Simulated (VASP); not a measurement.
# In3Cu (Pm-3m) in VASP: notebook

The runs below take In3Cu through single point, with LDA.

Everything below comes from runs of VASP 6.6.1. Logs are shortened: lines on timing, memory, paths and dates and some standing lists are left out, and cuts for length are marked.

## (1) The cell of the first run

It takes space group Pm-3m (No. 221, cubic). Conventional cell: a = 4.331 Å, b = 4.331 Å, c = 4.331 Å, α = 90.00°, β = 90.00°, γ = 90.00°. In (site symmetry 4/mmm) has 8 In at 3.06 Å and 4 Cu at 3.06 Å within 4.0 Å. Cu (site symmetry m-3m) has 12 In at 3.06 Å within 4.0 Å.

## (2) Single point, LDA

Contents of INCAR:

```
PREC = Accurate
ENCUT = 520
EDIFF = 1E-6
ISMEAR = 0
SIGMA = 0.1
LREAL = False
LASPH = True
NELM = 80
ALGO = Fast
ISIF = 2
LWAVE = False
LCHARG = True
GGA = CA
LELF = True
LVHAR = True
NBANDS = 33
```

Contents of KPOINTS:

```
Automatic mesh
0
Gamma
  10 10 10
```

Contents of POSCAR:

```
In3Cu
1.0
    4.3311027024      0.0000000000      0.0000000000
    0.0000000000      4.3311027024      0.0000000000
    0.0000000000      0.0000000000      4.3311027024
In Cu
3 1
Direct
    0.0000000000      0.5000000000      0.5000000000
    0.5000000000      0.0000000000      0.5000000000
    0.5000000000      0.5000000000      0.0000000000
    0.0000000000      0.0000000000      0.0000000000
```

Potentials or basis: VASP PAW LDA potentials, release 64 (In_d, Cu).

Started as:

```
$ cat potpaw_LDA.64/In_d/POTCAR potpaw_LDA.64/Cu/POTCAR > POTCAR
$ mpirun -np 1 vasp_std > vasp.out
```

OUTCAR:

```text
PREC = Accurate
   ENCUT = 520
   EDIFF = 1E-6
   ISMEAR = 0
   LREAL = False
   LASPH = True
   NELM = 80
   ISIF = 2
   GGA = CA

 ion  position               nearest neighbor table
   1  0.000  0.500  0.500-   2 3.06   3 3.06   4 3.06   3 3.06   4 3.06   2 3.06   4 3.06   4 3.06
                             2 3.06   3 3.06   3 3.06   2 3.06
   2  0.500  0.000  0.500-   1 3.06   3 3.06   4 3.06   3 3.06   4 3.06   1 3.06   3 3.06   3 3.06
                             1 3.06   4 3.06   4 3.06   1 3.06
   3  0.500  0.500  0.000-   1 3.06   2 3.06   4 3.06   1 3.06   2 3.06   2 3.06   4 3.06   2 3.06
                             1 3.06   4 3.06   1 3.06   4 3.06
   4  0.000  0.000  0.000-   1 3.06   2 3.06   3 3.06   1 3.06   2 3.06   1 3.06   3 3.06   1 3.06
                             2 3.06   3 3.06   2 3.06   3 3.06

  LATTYP: Found a simple cubic cell.
 ALAT       =     4.3311027024

  Lattice vectors:

 A1 = (   4.3311027024,   0.0000000000,   0.0000000000)
 A2 = (   0.0000000000,   4.3311027024,   0.0000000000)
 A3 = (   0.0000000000,   0.0000000000,   4.3311027024)

Analysis of symmetry for initial positions (statically):
=====================================================================
 Subroutine PRICEL returns:
 Original cell was already a primitive cell.

 Routine SETGRP: Setting up the symmetry group for a
 simple cubic supercell.

 Subroutine GETGRP returns: Found 48 space group operations
 (whereof 48 operations were pure point group operations)
 out of a pool of 48 trial point group operations.

The static configuration has the point symmetry O_h .

Analysis of symmetry for dynamics (positions and initial velocities):
=====================================================================
 Subroutine PRICEL returns:
 Original cell was already a primitive cell.

 Routine SETGRP: Setting up the symmetry group for a
 simple cubic supercell.

 Subroutine GETGRP returns: Found 48 space group operations
 (whereof 48 operations were pure point group operations)
 out of a pool of 48 trial point group operations.

The dynamic configuration has the point symmetry O_h .

 Subroutine INISYM returns: Found 48 space group operations
 (whereof 48 operations are pure point group operations),
 and found     1 'primitive' translations

----------------------------------------------------------------------------------------

                                     Primitive cell

  volume of cell :      81.2448

  direct lattice vectors                    reciprocal lattice vectors
     4.331102702  0.000000000  0.000000000     0.230888083  0.000000000  0.000000000
     0.000000000  4.331102702  0.000000000     0.000000000  0.230888083  0.000000000
     0.000000000  0.000000000  4.331102702     0.000000000  0.000000000  0.230888083

  length of vectors
     4.331102702  4.331102702  4.331102702     0.230888083  0.230888083  0.230888083

  position of ions in fractional coordinates (direct lattice)
     0.000000000  0.500000000  0.500000000
     0.500000000  0.000000000  0.500000000
     0.500000000  0.500000000  0.000000000
     0.000000000  0.000000000  0.000000000

  ion indices of the primitive-cell ions
   primitive index   ion index
                 1           1
                 2           2
                 3           3
                 4           4

----------------------------------------------------------------------------------------

 KPOINTS: Automatic mesh

Automatic generation of k-mesh.
 Grid dimensions read from file:
 generate k-points for:   10   10   10

 Generating k-lattice:

  Cartesian coordinates                     Fractional coordinates (reciprocal lattice)
     0.023088808  0.000000000  0.000000000     0.100000000  0.000000000  0.000000000
     0.000000000  0.023088808  0.000000000     0.000000000  0.100000000  0.000000000
     0.000000000  0.000000000  0.023088808     0.000000000  0.000000000  0.100000000

  Length of vectors
     0.023088808  0.023088808  0.023088808

  Shift w.r.t. Gamma in fractional coordinates (k-lattice)
     0.000000000  0.000000000  0.000000000

 Subroutine IBZKPT returns following result:
 ===========================================

 Found     56 irreducible k-points:

 Following reciprocal coordinates:
            Coordinates               Weight
  0.000000  0.000000  0.000000      1.000000
  0.100000  0.000000  0.000000      6.000000
  0.200000  0.000000  0.000000      6.000000
  0.300000  0.000000  0.000000      6.000000
  0.400000  0.000000  0.000000      6.000000
  0.500000  0.000000  0.000000      3.000000
[... 16 lines left out ...]
  0.200000  0.100000  0.100000     24.000000
  0.300000  0.100000  0.100000     24.000000
 [... further k-points ...]
   k-points           NKPTS =     56   k-points in BZ     NKDIM =     56   number of bands    NBANDS=     33
   number of dos      NEDOS =    301   number of ions     NIONS =      4
   total plane-waves  NPLWV =  32768
   dimension x,y,z NGX =    32 NGY =   32 NGZ =   32
   dimension x,y,z NGXF=    64 NGYF=   64 NGZF=   64
   ions per type =               3   1
   NGX,Y,Z   is equivalent  to a cutoff of  12.28, 12.28, 12.28 a.u.
   NGXF,Y,Z  is equivalent  to a cutoff of  24.57, 24.57, 24.57 a.u.
 SYSTEM =  unknown system
   PREC   = accura    normal or accurate (medium, high low for compatibility)
   ISTART =      0    job   : 0-new  1-cont  2-samecut
   ICHARG =      2    charge: 1-file 2-atom 10-const
   ISPIN  =      1    spin polarized calculation?
   LNONCOLLINEAR =      F non collinear calculations
   LSORBIT =      F    spin-orbit coupling
   LASPH  =      T    aspherical Exc in radial PAW
   ENCUT  =  520.0 eV  38.22 Ry    6.18 a.u.   8.05  8.05  8.05*2*pi/ulx,y,z
   NELM   =     80;   NELMIN=  2; NELMDL= -5     # of ELM steps
   EDIFF  = 0.1E-05   stopping-criterion for ELM
   LREAL  =      F    real-space projection
   EDIFFG = 0.1E-04   stopping-criterion for IOM
   NSW    =      0    number of steps for IOM
   IBRION =     -1    ionic relax: 0-MD 1-quasi-New 2-CG
   NFREE  =      0    steps in history (QN), initial steepest desc. (CG)
   ISIF   =      2    stress and relaxation
   ISYM   =      2    0-nonsym 1-usesym 2-fastsym
   POTIM  = 0.5000    time-step for ionic-motion
   TEBEG  =    0.0;   TEEND  =   0.0 temperature during run
   PSTRESS=    0.0 pullay stress
   NELECT =      50.0000    total number of electrons
   NUPDOWN=      -1.0000    fix difference up-down
   EMIN   =  10.00;   EMAX   =-10.00  energy-range for DOS
   EFERMI =   0.00;   METHOD = LEGACY
   ISMEAR =     0;   SIGMA  =   0.10  broadening in eV -4-tet -1-fermi 0-gaus
   EFERMI_NEDOS =   21; number of points for ismear=-14 and -15
   IALGO  =     68    algorithm
   IMIX   =      4    mixing-type and parameters
     AMIX     =   0.40;   BMIX     =  1.00
     AMIX_MAG =   1.60;   BMIX_MAG =  1.00
  volume/ion in A,a.u.               =      20.31       137.07
  Fermi-wavevector in a.u.,A,eV,Ry     =   1.392514  2.631471 26.383006  1.939096
  Thomas-Fermi vector in A             =   2.516250
   LORBIT       =      0    0 simple, 1 ext, 2 COOP (PROOUT), +10 PAW based schemes
   GGA     = CA    functional components
   LHFCALC =     F    Hartree Fock is set to
   AEXX    =    0.0000 exact exchange contribution
   IVDW    =     0    specifies the selected vdW correction
   LEPSILON=     F    determine dielectric tensor
   LRPA    =     F    only Hartree local field effects (RPA)
 non-spin polarized calculation
 RMM-DIIS sequential band-by-band and
 Gauss-broadening in eV      SIGMA  =   0.10
  energy-cutoff  :      520.00
  volume of cell :       81.24
 maximum number of plane-waves:      2272
   NGX = 17   NGY = 17   NGZ = 17

 number of electron      49.9999952 magnetization

 Free energy of the ion-electron system (eV)
  ---------------------------------------------------
  ext. energy  EPLUGINS =         0.00000000
  ---------------------------------------------------
  free energy    TOTEN  =       -13.62134260 eV

  energy without entropy =      -13.61270844  energy(sigma->0) =      -13.61702552

 E-fermi :   8.5416     XC(G=0): -11.4340

 val. band max:        8.5245289479   @ k =   0.4000   0.4000   0.1000
 cond. band min:       8.5896111172   @ k =   0.3000   0.3000   0.0000
 fundamental gap:      0.0650821692
 Fermi energy:         8.5416088515

 k-point     1 :       0.0000    0.0000    0.0000
  band No.  band energies     occupation
      1      -6.6078      2.00000
      2      -6.5717      2.00000
      3      -6.5717      2.00000
      4      -6.5717      2.00000
      5      -6.2908      2.00000
      6      -6.2908      2.00000
[... 25 lines left out ...]
     32      14.4184      0.00000
     33      14.4184      0.00000

 k-point     2 :       0.1000    0.0000    0.0000
  band No.  band energies     occupation
      1      -6.5905      2.00000
      2      -6.5677      2.00000
      3      -6.5525      2.00000
      4      -6.5525      2.00000
      5      -6.2870      2.00000
      6      -6.2762      2.00000
[... 25 lines left out ...]
     32      14.3609      0.00000
     33      14.3609      0.00000

 k-point     3 :       0.2000    0.0000    0.0000
  band No.  band energies     occupation
      1      -6.5568      2.00000
      2      -6.5418      2.00000
      3      -6.4960      2.00000
      4      -6.4960      2.00000
      5      -6.2767      2.00000
      6      -6.2346      2.00000
[... 25 lines left out ...]
     32      14.6392      0.00000
     33      14.6392      0.00000

 k-point     4 :       0.3000    0.0000    0.0000
  band No.  band energies     occupation
      1      -6.5426      2.00000
      2      -6.4719      2.00000
      3      -6.4063      2.00000
      4      -6.4063      2.00000
      5      -6.2618      2.00000
      6      -6.1737      2.00000
[... 673 lines left out ...]
     32      14.6411      0.00000
     33      14.6411      0.00000

 k-point    23 :       0.2000    0.1000    0.1000
  band No.  band energies     occupation
      1      -6.5429      2.00000
      2      -6.5071      2.00000
      3      -6.4760      2.00000
      4      -6.4675      2.00000
      5      -6.2517      2.00000
      6      -6.2189      2.00000
[... 25 lines left out ...]
     32      14.3496      0.00000
     33      14.8791      0.00000

 k-point    24 :       0.3000    0.1000    0.1000
  band No.  band energies     occupation
      1      -6.5176      2.00000
      2      -6.4559      2.00000
      3      -6.3976      2.00000
      4      -6.3814      2.00000
      5      -6.2379      2.00000
      6      -6.1564      2.00000
[... 25 lines left out ...]
     32      13.9515      0.00000
     33      15.3886      0.00000

 [... further k-points ...]
[... 5 lines left out ...]
  --------------------------------------------------------------------------------------
  -------------------------------------------------------------------------------------
  Total       -0.0810353     -0.0810353     -0.0810353     -0.0000000      0.0000000     -0.0000000
  in kB       -1.5980471     -1.5980471     -1.5980471     -0.0000000      0.0000000     -0.0000000
  external PRESSURE =      -1.5980471 kB  Pullay stress =       0.0000000 kB

 VOLUME and BASIS-vectors are now :
 -----------------------------------------------------------------------------
  energy-cutoff  :      520.00
  volume of cell :       81.24
      direct lattice vectors                 reciprocal lattice vectors
     4.331102702  0.000000000  0.000000000     0.230888083  0.000000000  0.000000000
     0.000000000  4.331102702  0.000000000     0.000000000  0.230888083  0.000000000
     0.000000000  0.000000000  4.331102702     0.000000000  0.000000000  0.230888083

 POSITION                                       TOTAL-FORCE (eV/Angst)
 -----------------------------------------------------------------------------------
      0.00000      2.16555      2.16555         0.000000      0.000000      0.000000
      2.16555      0.00000      2.16555         0.000000      0.000000      0.000000
      2.16555      2.16555      0.00000         0.000000      0.000000      0.000000
      0.00000      0.00000      0.00000         0.000000      0.000000      0.000000
 -----------------------------------------------------------------------------------
    total drift:                                0.000000     -0.000000     -0.000000

  FREE ENERGIE OF THE ION-ELECTRON SYSTEM (eV)
  ---------------------------------------------------
  free  energy   TOTEN  =       -13.6213426024 eV

  energy  without entropy=      -13.6127084431  energy(sigma->0) =      -13.61702552
```

It took 1.9 min on 1 thread of Intel Xeon Platinum 8259CL at 2.50GHz (Skylake/Cascade Lake), shared host; peak memory 0.24 GiB.

Results:

```
Free energy            : -13.6213 eV
Pressure               : -0.2 GPa
Band gap on the k mesh : zero (band 25 reaches 11.01 eV, above the bottom of band 26 at 6.55 eV)
```

Levels at points of the mesh, in eV from the Fermi level:
```
           k point  band 23  band 24  band 25  band 26  band 27  band 28
(0.00, 0.00, 0.00)    -2.14    -2.14    -0.48    -0.48     0.70     5.35
(0.50, 0.00, 0.00)    -0.37     0.45     0.45     1.10     1.10     1.24
(0.50, 0.50, 0.00)    -2.58    -2.45     2.47     2.56     3.11     3.11
(0.50, 0.50, 0.50)    -2.66    -2.66    -1.99    -1.99    -1.99    -1.25
```

Caveat: spin-orbit coupling is left out, which moves the levels of the heavy elements.

## (3) Single point, LDA

Contents of INCAR:

```
PREC = Accurate
ENCUT = 520
EDIFF = 1E-6
ISMEAR = 0
SIGMA = 0.15
LREAL = F
LASPH = T
NELM = 80
ALGO = Fast
ISIF = 2
LWAVE = F
LCHARG = F
GGA = CA
NBANDS = 33
```

Contents of KPOINTS:

```
regular mesh
0
Gamma
  10 10 10
```

POSCAR is that of step 2.

Potentials or basis: VASP PAW LDA potentials, release 64 (In_d, Cu).

Started as:

```
$ cat potpaw_LDA.64/In_d/POTCAR potpaw_LDA.64/Cu/POTCAR > POTCAR
$ mpirun -np 1 vasp_std > vasp.out
```

It took 1.9 min on 1 thread of Intel Xeon Platinum 8259CL at 2.50GHz (Skylake/Cascade Lake), shared host; peak memory 0.24 GiB.

The run converged. Its results:

```yaml
Free_energy: -13.6267 eV
Pressure: 0.1 GPa
Band_gap_on_the_k_mesh: zero (band 25 reaches 11.01 eV, above the bottom of band 26 at 6.55 eV)
```

Levels at points of the mesh, in eV from the Fermi level:
| k point | band 22 | band 23 | band 24 | band 25 | band 26 | band 27 | band 28 | band 29 |
| --- | --- | --- | --- | --- | --- | --- | --- | --- |
| (0.00, 0.00, 0.00) | -2.15 | -2.15 | -2.15 | -0.49 | -0.49 | 0.69 | 5.34 | 5.34 |
| (0.50, 0.00, 0.00) | -2.72 | -0.38 | 0.43 | 0.43 | 1.09 | 1.09 | 1.23 | 2.39 |
| (0.50, 0.50, 0.00) | -2.71 | -2.60 | -2.47 | 2.46 | 2.55 | 3.10 | 3.10 | 3.28 |
| (0.50, 0.50, 0.50) | -3.31 | -2.67 | -2.67 | -2.00 | -2.00 | -2.00 | -1.25 | 10.45 |

Caveat: spin-orbit coupling is left out, which moves the levels of the heavy elements.
